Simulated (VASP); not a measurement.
A run of VASP 6.6.1:

The input POSCAR:

```
Ru
1.0
    2.5242273933      0.0000000000      0.0000000000
    0.0000000000      2.5242273933      0.0000000000
    0.0000000000      0.0000000000      2.5242273933
Ru
1
Direct
    0.0000000000      0.0000000000      0.0000000000
```

INCAR.step1

```
SYSTEM = Ru
PREC = Accurate
ENCUT = 520
ISMEAR = -1
SIGMA = 0.1
LREAL = .FALSE.
LASPH = .TRUE.
NELM = 80
NBANDS = 13
GGA = PE
ALGO = Normal
EDIFF = 1E-4
LWAVE = .TRUE.
LCHARG = .FALSE.
```

Contents of INCAR.step2:

```
SYSTEM = Ru
PREC = Accurate
ENCUT = 520
EDIFF = 1E-6
ISMEAR = -1
SIGMA = 0.1
LREAL = .FALSE.
LASPH = .TRUE.
NELM = 80
ALGO = Normal
ISIF = 2
LWAVE = .FALSE.
LCHARG = .FALSE.
METAGGA = R2SCAN
LMIXTAU = .TRUE.
NBANDS = 13
ISTART = 1
```

File KPOINTS:

```
regular mesh
0
G
  14 14 14
  0 0 0
```

Potentials or basis: VASP PAW PBE potentials, release 64 (Ru_pv).

The run is started by

```console
$ cat potpaw_PBE.64/Ru_pv/POTCAR > POTCAR
$ cp INCAR.step1 INCAR
$ mpirun -np 1 vasp_std > vasp.out
$ cp INCAR.step2 INCAR
$ mpirun -np 1 vasp_std > vasp.out
```

Hardware: 1 thread of Intel(R) Xeon(R) 6975P-C (Granite Rapids), with other jobs on the host.

Q: How long does it take, and how much memory?

A: It took 28 s on 1 thread of Intel(R) Xeon(R) 6975P-C (Granite Rapids) (shared host), peak memory 0.14 GiB. Counts: k points 120.
